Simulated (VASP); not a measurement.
# AlGa3N4 (P-43m) in VASP: a series of runs

The runs below take AlGa3N4 through single point, with r2SCAN.

Program: VASP 6.6.1. These are calculated values, not measurements. Logs are shortened: lines on timing, memory, paths and dates and some standing lists are left out, and cuts for length are marked.

## (1) The cell of the first run

It takes space group P-43m (No. 215, cubic). The conventional cell has a = 4.242 Å, b = 4.242 Å, c = 4.242 Å, α = 90.00°, β = 90.00°, γ = 90.00°. Al (site symmetry -43m) has 4 N at 1.80 Å within 2.4 Å. Ga (site symmetry -42m) has 4 N at 1.85 Å within 2.5 Å. N (site symmetry 3m) has 1 Al at 1.80 Å and 3 Ga at 1.85 Å within 2.4 Å.

## (2) Single point, r2SCAN (strain -0.050 along x and y, -0.050 along z)

The input, POSCAR:

```
AlGa3N4
1.0
    4.2420772296      0.0000000000      0.0000000000
    0.0000000000      4.2420772296      0.0000000000
    0.0000000000      0.0000000000      4.2420772296
Al Ga N
1 3 4
Direct
    0.0000000000      0.0000000000      0.0000000000
    0.5000000000      0.5000000000      0.0000000000
    0.5000000000      0.0000000000      0.5000000000
    0.0000000000      0.5000000000      0.5000000000
    0.7553510553      0.7553510553      0.2446489447
    0.7553510553      0.2446489447      0.7553510553
    0.2446489447      0.7553510553      0.7553510553
    0.2446489447      0.2446489447      0.2446489447
```

The input, INCAR.step1:

```
ALGO = Normal
EDIFF = 1E-4
ENCUT = 520
GGA = PE
ISMEAR = 0
LASPH = True
LCHARG = False
LREAL = False
LWAVE = True
NBANDS = 41
NELM = 100
PREC = Accurate
SIGMA = 0.05
```

The input, INCAR.step2:

```
ALGO = Normal
EDIFF = 1E-6
ENCUT = 520
ISIF = 2
ISMEAR = 0
ISTART = 1
LASPH = True
LCHARG = False
LMIXTAU = True
LREAL = False
LWAVE = False
METAGGA = R2SCAN
NBANDS = 41
NELM = 100
PREC = Accurate
SIGMA = 0.05
```

The input, KPOINTS:

```
k-points
0
Gamma
  6 6 6
```

Potentials or basis: VASP PAW PBE potentials, release 64 (Al, Ga_d, N).

Run with:

```console
> cat potpaw_PBE.64/Al/POTCAR potpaw_PBE.64/Ga_d/POTCAR potpaw_PBE.64/N/POTCAR > POTCAR
> cp INCAR.step1 INCAR
> mpirun -np 1 vasp_std > vasp.out
> cp INCAR.step2 INCAR
> mpirun -np 1 vasp_std > vasp.out
```

OUTCAR:

```text
EDIFF = 1E-6
   ENCUT = 520
   ISIF = 2
   ISMEAR = 0
   ISTART = 1
   LASPH = True
   LREAL = False
   METAGGA = R2SCAN
   NELM = 100
   PREC = Accurate

 ion  position               nearest neighbor table
   1  0.000  0.000  0.000-   5 1.80   6 1.80   7 1.80   8 1.80   3 3.00   4 3.00   2 3.00   3 3.00
                             4 3.00   2 3.00   4 3.00   4 3.00   2 3.00   3 3.00   3 3.00   2 3.00
   2  0.500  0.500  0.000-   5 1.85   6 1.85   7 1.85   8 1.85   1 3.00   1 3.00   1 3.00   1 3.00

   3  0.500  0.000  0.500-   5 1.85   6 1.85   7 1.85   8 1.85   1 3.00   1 3.00   1 3.00   1 3.00

   4  0.000  0.500  0.500-   5 1.85   6 1.85   7 1.85   8 1.85   1 3.00   1 3.00   1 3.00   1 3.00

   5  0.755  0.755  0.245-   1 1.80   3 1.85   4 1.85   2 1.85
   6  0.755  0.245  0.755-   1 1.80   3 1.85   4 1.85   2 1.85
   7  0.245  0.755  0.755-   1 1.80   3 1.85   4 1.85   2 1.85
   8  0.245  0.245  0.245-   1 1.80   3 1.85   4 1.85   2 1.85

  LATTYP: Found a simple cubic cell.
 ALAT       =     4.2420772296

  Lattice vectors:

 A1 = (   4.2420772296,   0.0000000000,   0.0000000000)
 A2 = (   0.0000000000,   4.2420772296,   0.0000000000)
 A3 = (   0.0000000000,   0.0000000000,   4.2420772296)

Analysis of symmetry for initial positions (statically):
=====================================================================
 Subroutine PRICEL returns:
 Original cell was already a primitive cell.

 Routine SETGRP: Setting up the symmetry group for a
 simple cubic supercell.

 Subroutine GETGRP returns: Found 24 space group operations
 (whereof 24 operations were pure point group operations)
 out of a pool of 48 trial point group operations.

The static configuration has the point symmetry T_d .

Analysis of symmetry for dynamics (positions and initial velocities):
=====================================================================
 Subroutine PRICEL returns:
 Original cell was already a primitive cell.

 Routine SETGRP: Setting up the symmetry group for a
 simple cubic supercell.

 Subroutine GETGRP returns: Found 24 space group operations
 (whereof 24 operations were pure point group operations)
 out of a pool of 48 trial point group operations.

The dynamic configuration has the point symmetry T_d .

 Subroutine INISYM returns: Found 24 space group operations
 (whereof 24 operations are pure point group operations),
 and found     1 'primitive' translations

----------------------------------------------------------------------------------------

                                     Primitive cell

  volume of cell :      76.3371

  direct lattice vectors                    reciprocal lattice vectors
     4.242077230  0.000000000  0.000000000     0.235733568  0.000000000  0.000000000
     0.000000000  4.242077230  0.000000000     0.000000000  0.235733568  0.000000000
     0.000000000  0.000000000  4.242077230     0.000000000  0.000000000  0.235733568

  length of vectors
     4.242077230  4.242077230  4.242077230     0.235733568  0.235733568  0.235733568

  position of ions in fractional coordinates (direct lattice)
     0.000000000  0.000000000  0.000000000
     0.500000000  0.500000000  0.000000000
     0.500000000  0.000000000  0.500000000
     0.000000000  0.500000000  0.500000000
     0.755351055  0.755351055  0.244648945
     0.755351055  0.244648945  0.755351055
     0.244648945  0.755351055  0.755351055
     0.244648945  0.244648945  0.244648945

  ion indices of the primitive-cell ions
   primitive index   ion index
                 1           1
                 2           2
                 3           3
                 4           4
                 5           5
                 6           6
                 7           7
                 8           8

----------------------------------------------------------------------------------------

 KPOINTS: k-points

Automatic generation of k-mesh.
 Grid dimensions read from file:
 generate k-points for:    6    6    6

 Generating k-lattice:

  Cartesian coordinates                     Fractional coordinates (reciprocal lattice)
     0.039288928  0.000000000  0.000000000     0.166666667  0.000000000  0.000000000
     0.000000000  0.039288928  0.000000000     0.000000000  0.166666667  0.000000000
     0.000000000  0.000000000  0.039288928     0.000000000  0.000000000  0.166666667

  Length of vectors
     0.039288928  0.039288928  0.039288928

  Shift w.r.t. Gamma in fractional coordinates (k-lattice)
     0.000000000  0.000000000  0.000000000

 Subroutine IBZKPT returns following result:
 ===========================================

 Found     20 irreducible k-points:

 Following reciprocal coordinates:
            Coordinates               Weight
  0.000000  0.000000  0.000000      1.000000
  0.166667  0.000000  0.000000      6.000000
  0.333333  0.000000  0.000000      6.000000
  0.500000  0.000000  0.000000      3.000000
  0.166667  0.166667  0.000000     12.000000
  0.333333  0.166667  0.000000     24.000000
[... 12 lines left out ...]
  0.500000  0.500000  0.333333      6.000000
  0.500000  0.500000  0.500000      1.000000
   k-points           NKPTS =     20   k-points in BZ     NKDIM =     20   number of bands    NBANDS=     41
   number of dos      NEDOS =    301   number of ions     NIONS =      8
   total plane-waves  NPLWV =  32768
   dimension x,y,z NGX =    32 NGY =   32 NGZ =   32
   dimension x,y,z NGXF=    64 NGYF=   64 NGZF=   64
   ions per type =               1   3   4
   NGX,Y,Z   is equivalent  to a cutoff of  12.54, 12.54, 12.54 a.u.
   NGXF,Y,Z  is equivalent  to a cutoff of  25.08, 25.08, 25.08 a.u.
 SYSTEM =  unknown system
   PREC   = accura    normal or accurate (medium, high low for compatibility)
   ISTART =      1    job   : 0-new  1-cont  2-samecut
   ICHARG =      0    charge: 1-file 2-atom 10-const
   ISPIN  =      1    spin polarized calculation?
   LNONCOLLINEAR =      F non collinear calculations
   LSORBIT =      F    spin-orbit coupling
   LASPH  =      T    aspherical Exc in radial PAW
   ENCUT  =  520.0 eV  38.22 Ry    6.18 a.u.   7.89  7.89  7.89*2*pi/ulx,y,z
   NELM   =    100;   NELMIN=  2; NELMDL=  0     # of ELM steps
   EDIFF  = 0.1E-05   stopping-criterion for ELM
   LREAL  =      F    real-space projection
   EDIFFG = 0.1E-04   stopping-criterion for IOM
   NSW    =      0    number of steps for IOM
   IBRION =     -1    ionic relax: 0-MD 1-quasi-New 2-CG
   NFREE  =      0    steps in history (QN), initial steepest desc. (CG)
   ISIF   =      2    stress and relaxation
   ISYM   =      2    0-nonsym 1-usesym 2-fastsym
   POTIM  = 0.5000    time-step for ionic-motion
   TEBEG  =    0.0;   TEEND  =   0.0 temperature during run
   PSTRESS=    0.0 pullay stress
   NELECT =      62.0000    total number of electrons
   NUPDOWN=      -1.0000    fix difference up-down
   EMIN   =  10.00;   EMAX   =-10.00  energy-range for DOS
   EFERMI =   0.00;   METHOD = LEGACY
   ISMEAR =     0;   SIGMA  =   0.05  broadening in eV -4-tet -1-fermi 0-gaus
   EFERMI_NEDOS =   21; number of points for ismear=-14 and -15
   IALGO  =     38    algorithm
   IMIX   =      4    mixing-type and parameters
     AMIX     =   0.40;   BMIX     =  1.00
     AMIX_MAG =   1.60;   BMIX_MAG =  1.00
  volume/ion in A,a.u.               =       9.54        64.39
  Fermi-wavevector in a.u.,A,eV,Ry     =   1.527426  2.886416 31.742799  2.333030
  Thomas-Fermi vector in A             =   2.635324
   LORBIT       =      0    0 simple, 1 ext, 2 COOP (PROOUT), +10 PAW based schemes
   METAGGA = R2SCAN    functional components
   LHFCALC =     F    Hartree Fock is set to
   AEXX    =    0.0000 exact exchange contribution
   IVDW    =     0    specifies the selected vdW correction
   LEPSILON=     F    determine dielectric tensor
   LRPA    =     F    only Hartree local field effects (RPA)
 non-spin polarized calculation
 Gauss-broadening in eV      SIGMA  =   0.05
  energy-cutoff  :      520.00
  volume of cell :       76.34
 maximum number of plane-waves:      2103
 NGX is ok and might be reduce to    32
   NGX = 15   NGY = 15   NGZ = 15

 number of electron      61.9999984 magnetization

 Free energy of the ion-electron system (eV)
  ---------------------------------------------------
  ext. energy  EPLUGINS =         0.00000000
  ---------------------------------------------------
  free energy    TOTEN  =       -83.29686667 eV

  energy without entropy =      -83.29686667  energy(sigma->0) =      -83.29686667

 E-fermi :   7.1838     XC(G=0): -13.2702

 val. band max:        6.9286714962   @ k =   0.0000   0.0000   0.0000
 cond. band min:      10.8834115018   @ k =   0.0000   0.0000   0.0000
 fundamental gap:      3.9547400057
 Fermi energy:         7.1837633679

 k-point     1 :       0.0000    0.0000    0.0000
  band No.  band energies     occupation
      1     -10.8945      2.00000
      2      -8.8855      2.00000
      3      -8.8855      2.00000
      4      -8.8855      2.00000
      5      -6.7214      2.00000
      6      -6.6796      2.00000
[... 33 lines left out ...]
     40      19.7396      0.00000
     41      19.7396      0.00000

 k-point     2 :       0.1667    0.0000    0.0000
  band No.  band energies     occupation
      1     -10.7526      2.00000
      2      -8.9825      2.00000
      3      -8.8892      2.00000
      4      -8.8892      2.00000
      5      -6.7175      2.00000
      6      -6.6729      2.00000
[... 33 lines left out ...]
     40      20.0018      0.00000
     41      20.0019      0.00000

 k-point     3 :       0.3333    0.0000    0.0000
  band No.  band energies     occupation
      1     -10.3578      2.00000
      2      -9.2968      2.00000
      3      -8.8969      2.00000
      4      -8.8969      2.00000
      5      -6.6933      2.00000
      6      -6.6450      2.00000
[... 33 lines left out ...]
     40      20.4948      0.00000
     41      20.6122      0.00000

 k-point     4 :       0.5000    0.0000    0.0000
  band No.  band energies     occupation
      1      -9.8562      2.00000
      2      -9.7647      2.00000
      3      -8.9008      2.00000
      4      -8.9008      2.00000
      5      -6.6488      2.00000
      6      -6.6016      2.00000
[... 649 lines left out ...]
     40      19.0651      0.00000
     41      19.2714      0.00000

 k-point    19 :       0.5000    0.5000    0.3333
  band No.  band energies     occupation
      1      -9.4044      2.00000
      2      -9.2371      2.00000
      3      -9.2371      2.00000
      4      -9.2205      2.00000
      5      -6.6737      2.00000
      6      -6.6737      2.00000
[... 33 lines left out ...]
     40      18.6918      0.00000
     41      19.1354      0.00000

 k-point    20 :       0.5000    0.5000    0.5000
  band No.  band energies     occupation
      1      -9.4040      2.00000
      2      -9.2239      2.00000
      3      -9.2239      2.00000
      4      -9.2239      2.00000
      5      -6.6799      2.00000
      6      -6.6799      2.00000
[... 33 lines left out ...]
     40      18.3165      0.00000
     41      18.3165      0.00000

------------------------ aborting loop because EDIFF is reached ----------------------------------------

  FORCE on cell =-STRESS in cart. coord.  units (eV):
  Direction    XX          YY          ZZ          XY          YZ          ZX
  --------------------------------------------------------------------------------------
  -------------------------------------------------------------------------------------
  Total       20.7799168     20.7799168     20.7799168      0.0000000      0.0000000      0.0000000
  in kB      436.1327249    436.1327249    436.1327249      0.0000000      0.0000000      0.0000000
  external PRESSURE =     436.1327249 kB  Pullay stress =       0.0000000 kB

 VOLUME and BASIS-vectors are now :
 -----------------------------------------------------------------------------
  energy-cutoff  :      520.00
  volume of cell :       76.34
      direct lattice vectors                 reciprocal lattice vectors
     4.242077230  0.000000000  0.000000000     0.235733568  0.000000000  0.000000000
     0.000000000  4.242077230  0.000000000     0.000000000  0.235733568  0.000000000
     0.000000000  0.000000000  4.242077230     0.000000000  0.000000000  0.235733568

 POSITION                                       TOTAL-FORCE (eV/Angst)
 -----------------------------------------------------------------------------------
      0.00000      0.00000      0.00000         0.000000     -0.000000     -0.000000
      2.12104      2.12104      0.00000         0.000000     -0.000000     -0.000000
      2.12104      0.00000      2.12104         0.000000     -0.000000     -0.000000
      0.00000      2.12104      2.12104         0.000000     -0.000000     -0.000000
      3.20426      3.20426      1.03782         0.097735      0.097735     -0.097735
      3.20426      1.03782      3.20426         0.097735     -0.097735      0.097735
      1.03782      3.20426      3.20426        -0.097735      0.097735      0.097735
      1.03782      1.03782      1.03782        -0.097735     -0.097735     -0.097735
 -----------------------------------------------------------------------------------
    total drift:                               -0.000000     -0.000000     -0.000000

  FREE ENERGIE OF THE ION-ELECTRON SYSTEM (eV)
  ---------------------------------------------------
  free  energy   TOTEN  =       -83.2968666741 eV

  energy  without entropy=      -83.2968666741  energy(sigma->0) =      -83.29686667
```

Wall time 82 s (1 thread of Intel Xeon 6975P-C (Granite Rapids), shared host); peak memory 0.21 GiB.

Results:

* Free energy: -83.2969 eV
* Pressure: 43.6 GPa
* Largest force: 0.169 eV/Å
* Band gap on the k mesh: 3.95 eV, direct

Forces on the atoms (eV/Å):
```
Al   0.000  0.000  0.000
Ga   0.000  0.000  0.000
Ga   0.000  0.000  0.000
Ga   0.000  0.000  0.000
N    0.098  0.098 -0.098
N    0.098 -0.098  0.098
N   -0.098  0.098  0.098
N   -0.098 -0.098 -0.098
```

Levels at points of the mesh, in eV from the valence-band top:
```csv
k point,band 29,band 30,band 31,band 32,band 33,band 34
"(0.00, 0.00, 0.00)",0.00,0.00,0.00,3.95,4.04,4.04
"(0.50, 0.00, 0.00)",-1.84,-1.40,-1.40,6.13,6.24,7.16
"(0.50, 0.50, 0.00)",-1.14,-1.14,-0.70,8.32,8.44,8.82
"(0.50, 0.50, 0.50)",-0.78,-0.78,-0.78,6.82,6.82,6.82
```

Caveat: the cell differs from its parent crystal (strain -0.050 along x and y, -0.050 along z); the PAW data sets were made with another functional, which shifts forces and pressure a little. A k mesh can miss the band edges.

## (3) Single point, r2SCAN (strain -0.025 along x and y, -0.025 along z)

Changes to POSCAR since step 2:

```diff
@@ -2,5 +2,5 @@
 1.0
-    4.2420772296      0.0000000000      0.0000000000
-    0.0000000000      4.2420772296      0.0000000000
-    0.0000000000      0.0000000000      4.2420772296
+    4.3537108409      0.0000000000      0.0000000000
+    0.0000000000      4.3537108409      0.0000000000
+    0.0000000000      0.0000000000      4.3537108409
 Al Ga N
```

The input, INCAR.step1:

```
SYSTEM = AlGa3N4
PREC     = Accurate       ! precision mode
ENCUT    = 520            ! plane-wave cutoff, eV
ISMEAR   = 0              ! smearing method
SIGMA    = 0.05           ! smearing width, eV
LREAL    = .False.        ! projectors in reciprocal space
LASPH    = .True.         ! aspherical terms in the spheres
NELM     = 80             ! most SCF steps
NBANDS   = 41             ! bands
GGA      = PE             ! functional
ALGO     = Normal         ! electronic algorithm
EDIFF    = 1E-4           ! SCF threshold, eV
LWAVE    = .True.         ! write WAVECAR
LCHARG   = .False.        ! write CHGCAR
```

The input, INCAR.step2:

```
SYSTEM = AlGa3N4
PREC     = Accurate       ! precision mode
ENCUT    = 520            ! plane-wave cutoff, eV
EDIFF    = 1E-6           ! SCF threshold, eV
ISMEAR   = 0              ! smearing method
SIGMA    = 0.05           ! smearing width, eV
LREAL    = .False.        ! projectors in reciprocal space
LASPH    = .True.         ! aspherical terms in the spheres
NELM     = 80             ! most SCF steps
ALGO     = Normal         ! electronic algorithm
ISIF     = 2              ! what is computed and relaxed
LWAVE    = .False.        ! write WAVECAR
LCHARG   = .False.        ! write CHGCAR
METAGGA  = R2SCAN         ! meta-GGA
LMIXTAU  = .True.       
NBANDS   = 41             ! bands
ISTART   = 1
```

The input, KPOINTS:

```
regular mesh
0
Gamma
  6 6 6
  0 0 0
```

Potentials or basis: VASP PAW PBE potentials, release 64 (Al, Ga_d, N).

Run with:

```console
> cat potpaw_PBE.64/Al/POTCAR potpaw_PBE.64/Ga_d/POTCAR potpaw_PBE.64/N/POTCAR > POTCAR
> cp INCAR.step1 INCAR
> mpirun -np 1 vasp_std > vasp.out
> cp INCAR.step2 INCAR
> mpirun -np 1 vasp_std > vasp.out
```

Wall time 88 s (1 thread of Intel Xeon 6975P-C (Granite Rapids), shared host); peak memory 0.21 GiB.

It converged, with:

| Property | Result |
| --- | --- |
| Free energy | -84.4819 eV |
| Pressure | 18.8 GPa |
| Largest force | 0.112 eV/Å |
| Band gap on the k mesh | 3.37 eV, direct |

Forces in eV/Å, atoms in the order of the input:
```
Al   0.000  0.000  0.000
Ga   0.000  0.000  0.000
Ga   0.000  0.000  0.000
Ga   0.000  0.000  0.000
N    0.065  0.065 -0.065
N    0.065 -0.065  0.065
N   -0.065  0.065  0.065
N   -0.065 -0.065 -0.065
```

Levels at points of the mesh, in eV from the valence-band top:
```tsv
k point	band 28	band 29	band 30	band 31	band 32	band 33	band 34	band 35
(0.00, 0.00, 0.00)	-2.75	0.00	0.00	0.00	3.37	3.98	3.98	3.98
(0.50, 0.00, 0.00)	-1.68	-1.68	-1.30	-1.30	5.79	5.90	6.97	6.97
(0.50, 0.50, 0.00)	-1.09	-1.06	-1.06	-0.66	7.89	8.20	8.20	8.21
(0.50, 0.50, 0.50)	-0.82	-0.73	-0.73	-0.73	6.18	6.18	6.18	7.49
```

Caveat: the cell differs from its parent crystal (strain -0.025 along x and y, -0.025 along z); the PAW data sets were made with another functional, which shifts forces and pressure a little.

(Continued in part 2 of 2.)
